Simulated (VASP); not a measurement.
Here is a VASP 6.6.1 calculation.

The input INCAR:

```
ALGO = Normal
EDIFF = 1E-7
ENCUT = 520
GGA = PE
ISIF = 2
ISMEAR = 0
LASPH = True
LCHARG = False
LREAL = False
LWAVE = False
NBANDS = 18
NELM = 100
PREC = Accurate
SIGMA = 0.1
```

File KPOINTS:

```
k-points
0
Gamma
  4 4 4
```

The input POSCAR:

```
Cl
1.0
    4.2672369341      0.0000000000      0.0000000000
    0.0000000000      4.2672369341      0.0000000000
    0.0000000000      0.0000000000      4.2672369341
Cl
3
Direct
    0.5000000000      0.0000000000      0.0000000000
    0.0000000000      0.5000000000      0.0000000000
    0.0000000000      0.0000000000      0.5000000000
```

Potentials or basis: VASP PAW PBE potentials, release 64 (Cl).

Launch:

```bash
$ cat potpaw_PBE.64/Cl/POTCAR > POTCAR
$ mpirun -np 1 vasp_std > vasp.out
```

Task: Predict the pressure.

Result: -1.0 GPa.

Task: Estimate the band gap on the k mesh.

Result: Zero (an odd number of electrons rules out a gap without spin polarisation).

Caveat: the k points lie up to 0.37 Å⁻¹ apart, too coarse for converged energies and pressures of a metal; the cell differs from its parent crystal (Br replaced by Cl, lengths x 0.910, strained); an odd number of electrons without spin polarisation forces a metal; a magnetic or distorted state may lie lower.
